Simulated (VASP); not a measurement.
AlN (AlN (P6_3mc)), 16 atoms in the cell. The structure is hexagonal, space group P6_3mc (No. 186). Conventional cell: a = 3.130 Å, b = 3.130 Å, c = 5.017 Å, α = 90.00°, β = 90.00°, γ = 120.00°. Al (site symmetry 3m) has 4 N at 1.90 to 1.91 Å within 2.5 Å. Within 2.5 Å of N (site symmetry 3m) lie 4 Al at 1.90 to 1.91 Å. 

```yaml
Program: VASP 6.6.1
Task: single point
Functional: PBE
Potentials_or_basis: VASP PAW PBE potentials, release 64 (Al, N)
Cutoff: 520 eV
k_mesh: 2 × 2 × 3
Occupations: fermi-dirac, width 0.01 eV
Spin: no spin polarisation
Dipole_correction: no
Further_INCAR_settings: LREAL = Auto; ALGO = Normal; EDIFF = 1e-07; NBANDS = 46
```

Potentials or basis: VASP PAW PBE potentials, release 64 (Al, N).

Launch:

```bash
$ cat potpaw_PBE.64/Al/POTCAR potpaw_PBE.64/N/POTCAR > POTCAR
$ mpirun -np 1 vasp_std > vasp.out
```

Hardware: 1 thread of Intel Xeon 6975P-C, on a shared host.

Problem. How long does it take, and how much memory?

Solution. It took 47 s on 1 thread of Intel Xeon 6975P-C, with other jobs on the host, peak memory 0.29 GiB. Counts: scf iterations 16, k points 4.
